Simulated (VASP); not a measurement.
# CsPtS (P4/mmm) in VASP: further runs, part 2 of 2

VASP 6.6.1. The steps go on from the part before.

## Step 4: Single point, PBE, collinear spin

This run uses another cell than the first one, of 37.53 Å³/atom.

INCAR

```
SYSTEM = CsPtS
ALGO = Normal
EDIFF = 1E-6
ENCUT = 570
GGA = PE
GGA_COMPAT = .FALSE.
ISIF = 2
ISMEAR = 0
ISPIN = 2
LASPH = .TRUE.
LCHARG = .TRUE.
LELF = .TRUE.
LMAXMIX = 4
LORBIT = 11
LREAL = .FALSE.
LVHAR = .TRUE.
LWAVE = .FALSE.
MAGMOM = 0 1 0
NBANDS = 28
NELM = 200
PREC = Accurate
SIGMA = 0.1
```

KPOINTS

```
k-points
0
G
  4 4 4
  0 0 0
```

POSCAR

```
CsPtS
1.0
    5.1037395559      0.0000000000      0.0000000000
    0.0000000000      5.1037395559      0.0000000000
    0.0000000000      0.0000000000      4.3218137541
Cs Pt S
1 1 1
Direct
    0.0000000000      0.0000000000      0.0000000000
    0.5000000000      0.5000000000      0.0000000000
    0.5000000000      0.5000000000      0.5000000000
```

Potentials or basis: VASP PAW PBE potentials, release 64 (Cs_sv, Pt_sv_GW, S).

The run is started by

```console
cat potpaw_PBE.64/Cs_sv/POTCAR potpaw_PBE.64/Pt_sv_GW/POTCAR potpaw_PBE.64/S/POTCAR > POTCAR
mpirun -np 1 vasp_std > vasp.out
```

OUTCAR:

```text
SYSTEM = CsPtS
   EDIFF = 1E-6
   ENCUT = 570
   GGA = PE
   ISIF = 2
   ISMEAR = 0
   ISPIN = 2
   LASPH = .TRUE.
   LORBIT = 11
   LREAL = .FALSE.
   NELM = 200
   PREC = Accurate

 ion  position               nearest neighbor table
   1  0.000  0.000  0.000-
   2  0.500  0.500  0.000-   3 2.16   3 2.16
   3  0.500  0.500  0.500-   2 2.16   2 2.16

  LATTYP: Found a simple tetragonal cell.
 ALAT       =     5.1037395559
 C/A-ratio  =     0.8467935534

  Lattice vectors:

 A1 = (   5.1037395559,   0.0000000000,   0.0000000000)
 A2 = (   0.0000000000,   5.1037395559,   0.0000000000)
 A3 = (   0.0000000000,   0.0000000000,   4.3218137541)

Analysis of symmetry for initial positions (statically):
=====================================================================
 Subroutine PRICEL returns:
 Original cell was already a primitive cell.

 Routine SETGRP: Setting up the symmetry group for a
 simple tetragonal supercell.

 Subroutine GETGRP returns: Found 16 space group operations
 (whereof 16 operations were pure point group operations)
 out of a pool of 16 trial point group operations.

The static configuration has the point symmetry D_4h.

Analysis of symmetry for dynamics (positions and initial velocities):
=====================================================================
 Subroutine PRICEL returns:
 Original cell was already a primitive cell.

 Routine SETGRP: Setting up the symmetry group for a
 simple tetragonal supercell.

 Subroutine GETGRP returns: Found 16 space group operations
 (whereof 16 operations were pure point group operations)
 out of a pool of 16 trial point group operations.

The dynamic configuration has the point symmetry D_4h.

Analysis of structural, dynamic, and magnetic symmetry:
=====================================================================
 Subroutine PRICEL returns:
 Original cell was already a primitive cell.

 Routine SETGRP: Setting up the symmetry group for a
 simple tetragonal supercell.

 Subroutine GETGRP returns: Found 16 space group operations
 (whereof 16 operations were pure point group operations)
 out of a pool of 16 trial point group operations.

The overall configuration has the point symmetry D_4h.

 Subroutine INISYM returns: Found 16 space group operations
 (whereof 16 operations are pure point group operations),
 and found     1 'primitive' translations

----------------------------------------------------------------------------------------

                                     Primitive cell

  volume of cell :     112.5753

  direct lattice vectors                    reciprocal lattice vectors
     5.103739556  0.000000000  0.000000000     0.195934763  0.000000000  0.000000000
     0.000000000  5.103739556  0.000000000     0.000000000  0.195934763  0.000000000
     0.000000000  0.000000000  4.321813754     0.000000000  0.000000000  0.231384335

  length of vectors
     5.103739556  5.103739556  4.321813754     0.195934763  0.195934763  0.231384335

  position of ions in fractional coordinates (direct lattice)
     0.000000000  0.000000000  0.000000000
     0.500000000  0.500000000  0.000000000
[... 69 lines left out ...]
   LASPH  =      T    aspherical Exc in radial PAW
   ENCUT  =  570.0 eV  41.89 Ry    6.47 a.u.   9.94  9.94  8.41*2*pi/ulx,y,z
   NELM   =    200;   NELMIN=  2; NELMDL= -5     # of ELM steps
   EDIFF  = 0.1E-05   stopping-criterion for ELM
   LREAL  =      F    real-space projection
   EDIFFG = 0.1E-04   stopping-criterion for IOM
   NSW    =      0    number of steps for IOM
   IBRION =     -1    ionic relax: 0-MD 1-quasi-New 2-CG
   NFREE  =      0    steps in history (QN), initial steepest desc. (CG)
   ISIF   =      2    stress and relaxation
   ISYM   =      2    0-nonsym 1-usesym 2-fastsym
   POTIM  = 0.5000    time-step for ionic-motion
   TEBEG  =    0.0;   TEEND  =   0.0 temperature during run
   PSTRESS=    0.0 pullay stress
   NELECT =      33.0000    total number of electrons
   NUPDOWN=      -1.0000    fix difference up-down
   EMIN   =  10.00;   EMAX   =-10.00  energy-range for DOS
   EFERMI =   0.00;   METHOD = LEGACY
   ISMEAR =     0;   SIGMA  =   0.10  broadening in eV -4-tet -1-fermi 0-gaus
   EFERMI_NEDOS =   21; number of points for ismear=-14 and -15
   IALGO  =     38    algorithm
   IMIX   =      4    mixing-type and parameters
     AMIX     =   0.40;   BMIX     =  1.00
     AMIX_MAG =   1.60;   BMIX_MAG =  1.00
  volume/ion in A,a.u.               =      37.53       253.23
  Fermi-wavevector in a.u.,A,eV,Ry     =   1.087506  2.055089 16.091202  1.182670
  Thomas-Fermi vector in A             =   2.223667
   LORBIT       =     11    0 simple, 1 ext, 2 COOP (PROOUT), +10 PAW based schemes
   GGA     = PE    functional components
   LHFCALC =     F    Hartree Fock is set to
   AEXX    =    0.0000 exact exchange contribution
   IVDW    =     0    specifies the selected vdW correction
   LEPSILON=     F    determine dielectric tensor
   LRPA    =     F    only Hartree local field effects (RPA)
 spin polarized calculation
 Gauss-broadening in eV      SIGMA  =   0.10
  energy-cutoff  :      570.00
  volume of cell :      112.58
 maximum number of plane-waves:      3516
 NGX is ok and might be reduce to    40
   NGX = 19   NGY = 19   NGZ = 17

 number of electron      32.9999999 magnetization      -0.0000102

 number of electron      32.9999999 magnetization       0.0000004

 Free energy of the ion-electron system (eV)
  ---------------------------------------------------
  ext. energy  EPLUGINS =         0.00000000
  ---------------------------------------------------
  free energy    TOTEN  =       -12.78797146 eV

  energy without entropy =      -12.78797146  energy(sigma->0) =      -12.78797146

 E-fermi :   1.8337     XC(G=0):  -7.9378

 val. band max:        1.3736527584   @ k =   0.0000   0.0000   0.2500
 cond. band min:       2.6749075373   @ k =   0.5000   0.5000   0.5000
 fundamental gap:      1.3012547789
 Fermi energy:         1.8337434380

 spin component 1

 k-point     1 :       0.0000    0.0000    0.0000
  band No.  band energies     occupation
      1     -95.9662      1.00000
      2     -50.7519      1.00000
      3     -49.8571      1.00000
      4     -49.8571      1.00000
      5     -19.8948      1.00000
      6     -11.8902      1.00000
[... 547 lines left out ...]
     27      11.6533      0.00000
     28      12.1860      0.00000
 Fermi energy:         1.8337434380

 spin component 2

 k-point     1 :       0.0000    0.0000    0.0000
  band No.  band energies     occupation
      1     -95.9661      1.00000
      2     -50.7519      1.00000
      3     -49.8571      1.00000
      4     -49.8571      1.00000
      5     -19.8948      1.00000
      6     -11.8902      1.00000
[... 547 lines left out ...]
     27      11.6533      0.00000
     28      12.1860      0.00000

------------------------ aborting loop because EDIFF is reached ----------------------------------------

  FORCE on cell =-STRESS in cart. coord.  units (eV):
  Direction    XX          YY          ZZ          XY          YZ          ZX
  --------------------------------------------------------------------------------------
  -------------------------------------------------------------------------------------
  Total        0.0745333      0.0745333     -0.2011230      0.0000000      0.0000000     -0.0000000
  in kB        1.0607625      1.0607625     -2.8623933      0.0000000      0.0000000     -0.0000000
  external PRESSURE =      -0.2469561 kB  Pullay stress =       0.0000000 kB

 VOLUME and BASIS-vectors are now :
 -----------------------------------------------------------------------------
  energy-cutoff  :      570.00
  volume of cell :      112.58
      direct lattice vectors                 reciprocal lattice vectors
     5.103739556  0.000000000  0.000000000     0.195934763  0.000000000  0.000000000
     0.000000000  5.103739556  0.000000000     0.000000000  0.195934763  0.000000000
     0.000000000  0.000000000  4.321813754     0.000000000  0.000000000  0.231384335

 POSITION                                       TOTAL-FORCE (eV/Angst)
 -----------------------------------------------------------------------------------
      0.00000      0.00000      0.00000         0.000000      0.000000      0.000000
      2.55187      2.55187      0.00000         0.000000      0.000000      0.000000
      2.55187      2.55187      2.16091         0.000000      0.000000      0.000000
 -----------------------------------------------------------------------------------
    total drift:                                0.000000     -0.000000     -0.000000

  FREE ENERGIE OF THE ION-ELECTRON SYSTEM (eV)
  ---------------------------------------------------
  free  energy   TOTEN  =       -12.7879714562 eV

  energy  without entropy=      -12.7879714562  energy(sigma->0) =      -12.78797146

 total charge

# of ion       s       p       d       f       tot
--------------------------------------------------
    1        1.836   4.696   0.032   0.000   6.563
    2        4.571   6.063   7.598   0.023  18.255
    3        1.312   2.375   0.000   0.000   3.687
--------------------------------------------------
tot          7.719  13.134   7.630   0.023  28.505

 magnetization (x)

# of ion       s       p       d       f       tot
--------------------------------------------------
    1       -0.000  -0.000   0.000   0.000  -0.000
    2       -0.000  -0.000  -0.000  -0.000  -0.000
    3        0.000   0.000   0.000   0.000   0.000
--------------------------------------------------
tot         -0.000  -0.000  -0.000  -0.000  -0.000
```

OSZICAR:

```text
N       E                     dE             d eps       ncg     rms          rms(c)
DAV:   1     0.225846894686E+03    0.22585E+03   -0.19422E+04  2464   0.114E+03
DAV:   2     0.267008847342E+01   -0.22318E+03   -0.20676E+03  2528   0.267E+02
DAV:   3    -0.141921516330E+02   -0.16862E+02   -0.16616E+02  2464   0.697E+01
DAV:   4    -0.144167729187E+02   -0.22462E+00   -0.22401E+00  2416   0.842E+00
DAV:   5    -0.144206570501E+02   -0.38841E-02   -0.38829E-02  2476   0.986E-01    0.704E+01
DAV:   6    -0.129441480949E+02    0.14765E+01   -0.10818E+01  2324   0.163E+01    0.476E+01
DAV:   7    -0.129663381253E+02   -0.22190E-01   -0.31767E+00  2296   0.110E+01    0.131E+01
DAV:   8    -0.127838888527E+02    0.18245E+00   -0.55088E-01  2260   0.457E+00    0.258E+00
DAV:   9    -0.127861150840E+02   -0.22262E-02   -0.69363E-02  2220   0.113E+00    0.792E-01
DAV:  10    -0.127872011109E+02   -0.10860E-02   -0.19372E-03  2256   0.247E-01    0.315E-01
DAV:  11    -0.127878073191E+02   -0.60621E-03   -0.63767E-04  2120   0.142E-01    0.160E-01
DAV:  12    -0.127878919518E+02   -0.84633E-04   -0.51347E-05  2324   0.469E-02    0.107E-01
DAV:  13    -0.127879240443E+02   -0.32092E-04   -0.12808E-05  2192   0.186E-02    0.337E-02
DAV:  14    -0.127879630357E+02   -0.38991E-04   -0.27626E-05  2084   0.254E-02    0.362E-02
DAV:  15    -0.127879710813E+02   -0.80455E-05   -0.98939E-06  2160   0.155E-02    0.878E-03
DAV:  16    -0.127879714562E+02   -0.37496E-06   -0.46287E-07  1752   0.471E-03
   1 F= -.12787971E+02 E0= -.12787971E+02  d E =-.238032E-11  mag=     0.0000
```

stdout:

```text
POSCAR found type information on POSCAR CsPtS
 POSCAR found :  3 types and       3 ions
 scaLAPACK will be used
 LDA part: xc-table for (Slater+PW92), standard interpolation
 POSCAR, INCAR and KPOINTS ok, starting setup
 FFT: planning ... GRIDC
 FFT: planning ... GRID_SOFT
 FFT: planning ... GRID
 WAVECAR not read
 entering main loop
```

Run time: 4.1 min. Hardware: 1 thread of AMD EPYC, shared host; peak memory 0.31 GiB.

What came out:

- Free energy: -12.7880 eV
- Pressure: 0.0 GPa
- Net moment: 0.00 μB per cell
- Valence electrons inside the program's atomic spheres: Cs 6.56; Pt 18.25; S 3.69

Levels at points of the mesh, in eV from the Fermi level:
Spin up:
```
           k point  band 13  band 14  band 15  band 16  band 17  band 18  band 19  band 20  band 21  band 22
(0.00, 0.00, 0.00)    -2.71    -2.38    -2.38    -1.93    -1.87     1.45     2.72     3.94     6.54     7.05
(0.50, 0.00, 0.00)    -2.75    -2.50    -2.07    -1.68    -1.56     2.19     3.28     3.49     4.85     5.62
(0.50, 0.50, 0.00)    -2.60    -2.60    -2.38    -1.82    -1.59     1.81     3.05     5.34     5.34     6.39
(0.00, 0.00, 0.50)    -2.17    -1.83    -1.81     1.06     1.06     4.46     4.92     4.93     4.93     5.27
(0.50, 0.00, 0.50)    -1.64    -1.52    -1.31     0.91     1.11     2.01     3.16     3.30     4.42     6.80
(0.50, 0.50, 0.50)    -1.82    -1.75    -1.55     0.84     0.84     3.79     3.79     4.65     4.65     6.19
```
Spin down:
| k point | band 13 | band 14 | band 15 | band 16 | band 17 | band 18 | band 19 | band 20 | band 21 | band 22 |
| --- | --- | --- | --- | --- | --- | --- | --- | --- | --- | --- |
| (0.00, 0.00, 0.00) | -2.71 | -2.38 | -2.38 | -1.93 | -1.87 | 1.45 | 2.72 | 3.94 | 6.54 | 7.05 |
| (0.50, 0.00, 0.00) | -2.75 | -2.50 | -2.07 | -1.68 | -1.56 | 2.19 | 3.28 | 3.49 | 4.85 | 5.62 |
| (0.50, 0.50, 0.00) | -2.60 | -2.60 | -2.38 | -1.82 | -1.59 | 1.81 | 3.05 | 5.34 | 5.34 | 6.39 |
| (0.00, 0.00, 0.50) | -2.17 | -1.83 | -1.81 | 1.06 | 1.06 | 4.46 | 4.92 | 4.93 | 4.93 | 5.27 |
| (0.50, 0.00, 0.50) | -1.64 | -1.52 | -1.31 | 0.91 | 1.11 | 2.01 | 3.16 | 3.30 | 4.42 | 6.80 |
| (0.50, 0.50, 0.50) | -1.82 | -1.75 | -1.55 | 0.84 | 0.84 | 3.79 | 3.79 | 4.65 | 4.65 | 6.19 |

Caveat: the k points lie up to 0.36 Å⁻¹ apart; spin-orbit coupling is left out, which moves the levels of the heavy elements.

## Step 5: The runs side by side

```csv
task,potentials or basis,spin,cell,k mesh,cutoff (eV),gap on the mesh (eV),pressure (GPa)
single point,"VASP PAW PBE potentials, release 64 (Cs_sv, Pt, S)",off,"a = 5.144, b = 5.144, c = 4.336 Å, 3 atoms",10 × 10 × 12,520,none,0.0
relaxation of cell and atoms,"VASP PAW PBE potentials, release 64 (Cs_sv, Pt, S)",off,"relaxed from a = 5.104, b = 5.104, c = 4.322 Å, 3 atoms",10 × 10 × 12,600,none,0.0
single point,"VASP PAW PBE potentials, release 64 (Cs_sv, Pt_sv_GW, S)",collinear,"a = 5.104, b = 5.104, c = 4.322 Å, 3 atoms",4 × 4 × 4,570,none,0.0
```

Alike in all rows: level PBE; smearing gaussian 0.1 eV.

Caveats: some runs use coarse meshes; spin-orbit coupling is left out, which moves the levels of the heavy elements.

Total energies depend on the potentials used, so only differences within one code and one set of settings carry meaning.

The gap in the log of VASP goes by the Fermi energy; the results here count the filled bands.